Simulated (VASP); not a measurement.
# AlAs (F-43m) in VASP: notebook, part 2 of 2

VASP 6.6.1.

### Step 3. Single point, RPBE+D4

This run uses another cell than the first one, of 22.35 Å³/atom, 0.993 times its volume.

Contents of INCAR:

```
SYSTEM = AlAs
ALGO     = Normal         ! electronic algorithm
EDIFF    = 1E-6           ! SCF threshold, eV
ENCUT    = 500            ! plane-wave cutoff, eV
GGA      = RP             ! functional
GGA_COMPAT= .False.      
ISIF     = 2              ! what is computed and relaxed
ISMEAR   = 0              ! smearing method
IVDW     = 13             ! dispersion correction
LASPH    = .True.         ! aspherical terms in the spheres
LCHARG   = .True.         ! write CHGCAR
LELF     = .True.         ! ELF
LREAL    = .False.        ! projectors in reciprocal space
LVHAR    = .True.       
LWAVE    = .False.        ! write WAVECAR
NBANDS   = 11             ! bands
NELM     = 120            ! most SCF steps
PREC     = Accurate       ! precision mode
SIGMA    = 0.05           ! smearing width, eV
```

Contents of KPOINTS:

```
k-points
0
Gamma
  8 8 8
  0 0 0
```

Contents of POSCAR:

```
AlAs
1.0
    0.0000000000      2.8168359513      2.8168359513
    2.8168359513      0.0000000000      2.8168359513
    2.8168359513      2.8168359513      0.0000000000
Al As
1 1
Direct
    0.0000000000      0.0000000000      0.0000000000
    0.7500000000      0.7500000000      0.7500000000
```

Potentials or basis: VASP PAW PBE potentials, release 64 (Al, As).

Run with:

```console
> cat potpaw_PBE.64/Al/POTCAR potpaw_PBE.64/As/POTCAR > POTCAR
> mpirun -np 1 vasp_std > vasp.out
```

OUTCAR:

```text
SYSTEM = AlAs
   EDIFF = 1E-6
   ENCUT = 500
   GGA = RP
   ISIF = 2
   ISMEAR = 0
   IVDW = 13
   LASPH = .True.
   LREAL = .False.
   NELM = 120
   PREC = Accurate

 ion  position               nearest neighbor table
   1  0.000  0.000  0.000-   2 2.44   2 2.44   2 2.44   2 2.44
   2  0.750  0.750  0.750-   1 2.44   1 2.44   1 2.44   1 2.44

  LATTYP: Found a face centered cubic cell.
 ALAT       =     5.6336719026

  Lattice vectors:

 A1 = (   0.0000000000,   2.8168359513,   2.8168359513)
 A2 = (   2.8168359513,   0.0000000000,   2.8168359513)
 A3 = (   2.8168359513,   2.8168359513,   0.0000000000)

Analysis of symmetry for initial positions (statically):
=====================================================================
 Subroutine PRICEL returns:
 Original cell was already a primitive cell.

 Routine SETGRP: Setting up the symmetry group for a
 face centered cubic supercell.

 Subroutine GETGRP returns: Found 24 space group operations
 (whereof 24 operations were pure point group operations)
 out of a pool of 48 trial point group operations.

The static configuration has the point symmetry T_d .

[... 173 lines left out ...]
      4       4.0986      2.00000
      5       6.4081      0.00000
      6       8.4402      0.00000
      7       8.4402      0.00000
      8       8.4402      0.00000
      9      13.1148      0.00000
     10      13.1148      0.00000
     11      13.2555      0.00000
[... 309 lines left out ...]
 k-point    24 :      -0.3750    0.2500    0.1250
  band No.  band energies     occupation
      1      -6.0890      2.00000
      2      -1.1842      2.00000
      3       1.3957      2.00000
      4       2.5410      2.00000
      5       7.8629      0.00000
      6       8.4253      0.00000
      7      10.8757      0.00000
      8      11.8589      0.00000
      9      12.5789      0.00000
     10      15.2294      0.00000
     11      16.5847      0.00000

 [... further k-points ...]

------------------------ aborting loop because EDIFF is reached ----------------------------------------

  DFT-D4 for vdW energy calculation

  Edisp (eV):   -1.27873

  FORCE on cell =-STRESS in cart. coord.  units (eV):
  Direction    XX          YY          ZZ          XY          YZ          ZX
  --------------------------------------------------------------------------------------
  -------------------------------------------------------------------------------------
  Total       0.02867     0.02867     0.02867     0.00000     0.00000    -0.00000
  in kB       1.02773     1.02773     1.02773     0.00000     0.00000    -0.00000
  external pressure =        1.03 kB  Pullay stress =        0.00 kB

 VOLUME and BASIS-vectors are now :
 -----------------------------------------------------------------------------
  energy-cutoff  :      500.00
  volume of cell :       44.70
      direct lattice vectors                 reciprocal lattice vectors
     0.000000000  2.816835951  2.816835951    -0.177504125  0.177504125  0.177504125
     2.816835951  0.000000000  2.816835951     0.177504125 -0.177504125  0.177504125
     2.816835951  2.816835951  0.000000000     0.177504125  0.177504125 -0.177504125

 POSITION                                       TOTAL-FORCE (eV/Angst)
 -----------------------------------------------------------------------------------
      0.00000      0.00000      0.00000        -0.000000      0.000000     -0.000000
      4.22525      4.22525      4.22525         0.000000     -0.000000      0.000000
 -----------------------------------------------------------------------------------
    total drift:                               -0.000000     -0.000000     -0.000000

  FREE ENERGIE OF THE ION-ELECTRON SYSTEM (eV)
  ---------------------------------------------------
  free  energy   TOTEN  =       -10.0453762627 eV

  energy  without entropy=      -10.0453762627  energy(sigma->0) =      -10.04537626
```

OSZICAR:

```text
N       E                     dE             d eps       ncg     rms          rms(c)
DAV:   1     0.144763624695E+02    0.14476E+02   -0.29978E+03   638   0.539E+02
DAV:   2    -0.796058447081E+01   -0.22437E+02   -0.21881E+02   838   0.861E+01
DAV:   3    -0.893570028910E+01   -0.97512E+00   -0.97370E+00   806   0.182E+01
DAV:   4    -0.894352441306E+01   -0.78241E-02   -0.78233E-02   745   0.192E+00
DAV:   5    -0.894368227668E+01   -0.15786E-03   -0.15786E-03   788   0.256E-01    0.355E+00
DAV:   6    -0.878427477873E+01    0.15941E+00   -0.29210E-01   701   0.199E+00    0.207E+00
DAV:   7    -0.876255807241E+01    0.21717E-01   -0.16586E-01   725   0.166E+00    0.712E-01
DAV:   8    -0.876604155423E+01   -0.34835E-02   -0.12893E-02   692   0.560E-01    0.127E-01
DAV:   9    -0.876633776562E+01   -0.29621E-03   -0.40751E-04   789   0.120E-01    0.789E-02
DAV:  10    -0.876664323162E+01   -0.30547E-03   -0.57579E-04   683   0.128E-01    0.173E-02
DAV:  11    -0.876664981439E+01   -0.65828E-05   -0.46126E-05   773   0.286E-02    0.110E-02
DAV:  12    -0.876665066216E+01   -0.84778E-06   -0.55115E-06   689   0.130E-02
   1 F= -.10045376E+02 E0= -.10045376E+02  d E =-.379052E-13
```

stdout:

```text
POSCAR found type information on POSCAR AlAs
 POSCAR found :  2 types and       2 ions
 scaLAPACK will be used
 -----------------------------------------------------------------------------
|                                                                             |
|                                                                             |
|     You enforced a specific xc type in the INCAR file but a different       |
|     I HOPE YOU KNOW WHAT YOU ARE DOING!                                     |
|                                                                             |
 -----------------------------------------------------------------------------

 LDA part: xc-table for (Slater+PW92), standard interpolation
 POSCAR, INCAR and KPOINTS ok, starting setup
 FFT: planning ... GRIDC
 FFT: planning ... GRID_SOFT
 FFT: planning ... GRID
 WAVECAR not read
 entering main loop
```

Run time: 15 s. Hardware: 1 thread of Intel Xeon Platinum 8259CL at 2.50GHz (Skylake/Cascade Lake), shared host; peak memory 0.17 GiB.

Results:

```
Free energy                : -10.0454 eV
Pressure                   : 0.1 GPa
Band gap on the k mesh     : 1.49 eV, indirect (least direct gap 2.31 eV)
Dispersion energy per atom : -0.639 eV
```

Caveat: the PAW data sets were made with another functional, which shifts forces and pressure a little. A k mesh can miss the band edges.

### Step 4. Single point, RPBE+D4 (volume scaled by 1.02)

Contents of INCAR:

```
SYSTEM = AlAs
  PREC = Accurate
  ENCUT = 500
  EDIFF = 1E-6
  ISMEAR = 0
  SIGMA = 0.05
  LREAL = .False.
  LASPH = .True.
  NELM = 120
  ALGO = Normal
  ISIF = 2
  LWAVE = .False.
  LCHARG = .False.
  GGA = RP
  IVDW = 13
  NBANDS = 11
  GGA_COMPAT = .False.
```

Contents of KPOINTS:

```
Automatic mesh
0
Gamma
  8 8 8
  0 0 0
```

Contents of POSCAR:

```
AlAs
1.0
    0.0000000000      2.8354910377      2.8354910377
    2.8354910377      0.0000000000      2.8354910377
    2.8354910377      2.8354910377      0.0000000000
Al As
1 1
Direct
    0.0000000000      0.0000000000      0.0000000000
    0.7500000000      0.7500000000      0.7500000000
```

Potentials or basis: VASP PAW PBE potentials, release 64 (Al, As).

Run with:

```console
> cat potpaw_PBE.64/Al/POTCAR potpaw_PBE.64/As/POTCAR > POTCAR
> mpirun -np 1 vasp_std > vasp.out
```

OUTCAR:

```text
SYSTEM = AlAs
   PREC = Accurate
   ENCUT = 500
   EDIFF = 1E-6
   ISMEAR = 0
   LREAL = .False.
   LASPH = .True.
   NELM = 120
   ISIF = 2
   GGA = RP
   IVDW = 13

 ion  position               nearest neighbor table
   1  0.000  0.000  0.000-   2 2.46   2 2.46   2 2.46   2 2.46
   2  0.750  0.750  0.750-   1 2.46   1 2.46   1 2.46   1 2.46

  LATTYP: Found a face centered cubic cell.
 ALAT       =     5.6709820754

  Lattice vectors:

 A1 = (   0.0000000000,   2.8354910377,   2.8354910377)
 A2 = (   2.8354910377,   0.0000000000,   2.8354910377)
 A3 = (   2.8354910377,   2.8354910377,   0.0000000000)

Analysis of symmetry for initial positions (statically):
=====================================================================
 Subroutine PRICEL returns:
 Original cell was already a primitive cell.

 Routine SETGRP: Setting up the symmetry group for a
 face centered cubic supercell.

 Subroutine GETGRP returns: Found 24 space group operations
 (whereof 24 operations were pure point group operations)
 out of a pool of 48 trial point group operations.

The static configuration has the point symmetry T_d .

[... 173 lines left out ...]
      4       3.9303      2.00000
      5       6.0815      0.00000
      6       8.2372      0.00000
      7       8.2372      0.00000
      8       8.2372      0.00000
      9      12.9076      0.00000
     10      12.9076      0.00000
     11      12.9842      0.00000
[... 309 lines left out ...]
 k-point    24 :      -0.3750    0.2500    0.1250
  band No.  band energies     occupation
      1      -6.2001      2.00000
      2      -1.2786      2.00000
      3       1.2776      2.00000
      4       2.4063      2.00000
      5       7.6503      0.00000
      6       8.2355      0.00000
      7      10.6277      0.00000
      8      11.6135      0.00000
      9      12.3296      0.00000
     10      14.9780      0.00000
     11      16.2946      0.00000

 [... further k-points ...]

------------------------ aborting loop because EDIFF is reached ----------------------------------------

  DFT-D4 for vdW energy calculation

  Edisp (eV):   -1.24918

  FORCE on cell =-STRESS in cart. coord.  units (eV):
  Direction    XX          YY          ZZ          XY          YZ          ZX
  --------------------------------------------------------------------------------------
  -------------------------------------------------------------------------------------
  Total      -0.38523    -0.38523    -0.38523    -0.00000     0.00000    -0.00000
  in kB     -13.53674   -13.53674   -13.53674    -0.00000     0.00000    -0.00000
  external pressure =      -13.54 kB  Pullay stress =        0.00 kB

 VOLUME and BASIS-vectors are now :
 -----------------------------------------------------------------------------
  energy-cutoff  :      500.00
  volume of cell :       45.59
      direct lattice vectors                 reciprocal lattice vectors
     0.000000000  2.835491038  2.835491038    -0.176336301  0.176336301  0.176336301
     2.835491038  0.000000000  2.835491038     0.176336301 -0.176336301  0.176336301
     2.835491038  2.835491038  0.000000000     0.176336301  0.176336301 -0.176336301

 POSITION                                       TOTAL-FORCE (eV/Angst)
 -----------------------------------------------------------------------------------
      0.00000      0.00000      0.00000        -0.000000     -0.000000     -0.000000
      4.25324      4.25324      4.25324         0.000000      0.000000      0.000000
 -----------------------------------------------------------------------------------
    total drift:                                0.000000      0.000000      0.000000

  FREE ENERGIE OF THE ION-ELECTRON SYSTEM (eV)
  ---------------------------------------------------
  free  energy   TOTEN  =       -10.0417931663 eV

  energy  without entropy=      -10.0417931663  energy(sigma->0) =      -10.04179317
```

OSZICAR:

```text
N       E                     dE             d eps       ncg     rms          rms(c)
DAV:   1     0.152632501762E+02    0.15263E+02   -0.29807E+03   638   0.533E+02
DAV:   2    -0.792891260465E+01   -0.23192E+02   -0.21997E+02   808   0.878E+01
DAV:   3    -0.895775833295E+01   -0.10288E+01   -0.10269E+01   820   0.182E+01
DAV:   4    -0.896568722641E+01   -0.79289E-02   -0.79285E-02   744   0.191E+00
DAV:   5    -0.896584416426E+01   -0.15694E-03   -0.15694E-03   803   0.261E-01    0.349E+00
DAV:   6    -0.880844986177E+01    0.15739E+00   -0.29753E-01   698   0.200E+00    0.203E+00
DAV:   7    -0.878836275043E+01    0.20087E-01   -0.16284E-01   731   0.164E+00    0.706E-01
DAV:   8    -0.879197636921E+01   -0.36136E-02   -0.13031E-02   686   0.559E-01    0.128E-01
DAV:   9    -0.879227425502E+01   -0.29789E-03   -0.40769E-04   789   0.120E-01    0.806E-02
DAV:  10    -0.879260216455E+01   -0.32791E-03   -0.62993E-04   677   0.133E-01    0.185E-02
DAV:  11    -0.879260872961E+01   -0.65651E-05   -0.50796E-05   773   0.295E-02    0.109E-02
DAV:  12    -0.879260976806E+01   -0.10384E-05   -0.57902E-06   689   0.134E-02    0.404E-03
DAV:  13    -0.879261012281E+01   -0.35475E-06   -0.18738E-06   758   0.670E-03
   1 F= -.10041793E+02 E0= -.10041793E+02  d E =-.305603E-18
```

stdout:

```text
POSCAR found type information on POSCAR AlAs
 POSCAR found :  2 types and       2 ions
 scaLAPACK will be used
 -----------------------------------------------------------------------------
|                                                                             |
|                                                                             |
|     You enforced a specific xc type in the INCAR file but a different       |
|     I HOPE YOU KNOW WHAT YOU ARE DOING!                                     |
|                                                                             |
 -----------------------------------------------------------------------------

 LDA part: xc-table for (Slater+PW92), standard interpolation
 POSCAR, INCAR and KPOINTS ok, starting setup
 FFT: planning ... GRIDC
 FFT: planning ... GRID_SOFT
 FFT: planning ... GRID
 WAVECAR not read
 entering main loop
```

Run time: 14 s. Hardware: 1 thread of Intel Xeon Platinum 8259CL at 2.50GHz (Skylake/Cascade Lake), shared host; peak memory 0.17 GiB.

Results:

| Property | Result |
| --- | --- |
| Free energy | -10.0418 eV |
| Pressure | -1.4 GPa |
| Band gap on the k mesh | 1.52 eV, indirect (least direct gap 2.15 eV) |
| Dispersion energy per atom | -0.625 eV |

Levels at points of the mesh, in eV from the valence-band top:
```tsv
k point	band 1	band 2	band 3	band 4	band 5	band 6	band 7	band 8	band 9
(0.00, 0.00, 0.00)	-11.80	0.00	0.00	0.00	2.15	4.31	4.31	4.31	8.98
(0.50, 0.00, 0.00)	-10.39	-5.51	-0.82	-0.82	2.22	4.71	4.71	7.87	11.31
(0.50, 0.50, 0.00)	-9.84	-5.38	-2.15	-2.15	1.52	2.37	10.36	10.36	11.85
```

Caveat: the cell differs from its parent crystal (volume scaled by 1.02); the PAW data sets were made with another functional, which shifts forces and pressure a little.

### Step 5. Single point, PBE

This run uses another cell than the first one, of 22.67 Å³/atom, 1.007 times its volume.

Contents of INCAR:

```
SYSTEM = AlAs
ALGO = Normal
EDIFF = 1E-6
ENCUT = 500
GGA = PE
GGA_COMPAT = .False.
ISIF = 2
ISMEAR = 0
LASPH = .True.
LCHARG = .False.
LREAL = .False.
LWAVE = .False.
NBANDS = 11
NELM = 120
PREC = Accurate
SIGMA = 0.05
```

Contents of KPOINTS:

```
k-points
0
Gamma
  8 8 8
  0 0 0
```

Contents of POSCAR:

```
AlAs
1.0
    0.0000000000      2.8304000400      2.8304000400
    2.8304000400      0.0000000000      2.8304000400
    2.8304000400      2.8304000400      0.0000000000
Al As
1 1
Direct
    0.0000000000      0.0000000000      0.0000000000
    0.7500000000      0.7500000000      0.7500000000
```

Run with:

```console
> cat potpaw_PBE.64/Al/POTCAR potpaw_PBE.64/As/POTCAR > POTCAR
> mpirun -np 1 vasp_std > vasp.out
```

Wall time 12 s (1 thread of Intel Xeon Platinum 8259CL at 2.50GHz (Skylake/Cascade Lake), shared host); peak memory 0.17 GiB.

It converged, with:

| Quantity | Value |
| --- | --- |
| Free energy | -9.3734 eV |
| Pressure | 2.8 GPa |
| Band gap on the k mesh | 1.43 eV, indirect (least direct gap 2.06 eV) |

Levels at points of the mesh, in eV from the valence-band top:
```
           k point  band 1  band 2  band 3  band 4  band 5  band 6  band 7  band 8  band 9
(0.00, 0.00, 0.00)  -11.86    0.00    0.00    0.00    2.06    4.29    4.29    4.29    8.87
(0.50, 0.00, 0.00)  -10.44   -5.57   -0.83   -0.83    2.14    4.68    4.68    7.75   11.20
(0.50, 0.50, 0.00)   -9.89   -5.43   -2.17   -2.17    1.43    2.29   10.34   10.34   11.78
```

A k mesh can miss the band edges. A hybrid or GW would open this gap; PBE tends to underestimate it.

### Step 6. Overview

```tsv
level	cell	gap on the mesh (eV)	pressure (GPa)
RPBE+D4	a = 3.993 Å, angles 60.0°, 2 atoms	1.50	-0.5
RPBE+D4	a = 3.984 Å, angles 60.0°, 2 atoms	1.49	0.1
RPBE+D4	a = 4.010 Å, angles 60.0°, 2 atoms	1.52	-1.4
PBE	a = 4.003 Å, angles 60.0°, 2 atoms	1.43	2.8
```

Alike in all rows: task single point; potentials or basis VASP PAW PBE potentials, release 64 (Al, As); no spin polarisation; k mesh 8 × 8 × 8; cutoff (eV) 500; smearing gaussian 0.05 eV.

Caveats: the PAW data sets were made with another functional, which shifts forces and pressure a little (some runs).

Absolute energies hang on the potentials; compare differences alone.
